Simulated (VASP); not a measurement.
Wanted: the native input for a VASP 6.6.1 run.

| Property | Result |
| --- | --- |
| Task | single point |
| Functional | LDA |
| Potentials or basis | VASP PAW LDA potentials, release 64 (Mo_sv) |
| Cutoff | 520 eV |
| k mesh | 12 × 12 × 7 |
| Occupations | fermi-dirac, width 0.05 eV |
| Spin | no spin polarisation |
| Dipole correction | no |
| Further INCAR settings | ALGO = Normal; EDIFF = 1e-06; NBANDS = 21 |

The structure of Mo lies in POSCAR:

```
Mo
1.0
    2.8252342238      0.0000000000      0.0000000000
   -1.4126171119      2.4467246095      0.0000000000
    0.0000000000      0.0000000000      4.5768794426
Mo
2
Direct
    0.3333333333      0.6666666667      0.2500000000
    0.6666666667      0.3333333333      0.7500000000
```

This isn't the form of Mo at room conditions, which is bcc.

One way to write it, as run:

INCAR

```
ALGO     = Normal         # electronic algorithm
EDIFF    = 1E-6           # SCF threshold, eV
ENCUT    = 520            # plane-wave cutoff, eV
GGA      = CA             # functional
ISIF     = 2              # what is computed and relaxed
ISMEAR   = -1             # smearing method
LASPH    = T              # aspherical terms in the spheres
LCHARG   = T              # write CHGCAR
LELF     = T              # ELF
LREAL    = F              # projectors in reciprocal space
LVHAR    = T            
LWAVE    = F              # write WAVECAR
NBANDS   = 21             # bands
NELM     = 100            # most SCF steps
PREC     = Accurate       # precision mode
SIGMA    = 0.05           # smearing width, eV
```

KPOINTS

```
k-points
0
Gamma
  12 12 7
```

Potentials or basis: VASP PAW LDA potentials, release 64 (Mo_sv).

Launch:

```sh
$ cat potpaw_LDA.64/Mo_sv/POTCAR > POTCAR
$ mpirun -np 1 vasp_std > vasp.out
```

It gave:

* Pressure: -8.6 GPa
* Band gap on the k mesh: zero (bands 14 and 15 overlap by 1.99 eV)

Caveat: the cell stands under tension.

It took 12 s on 1 thread of Intel(R) Xeon(R) 6975P-C (Granite Rapids) (shared host), peak memory 0.16 GiB.
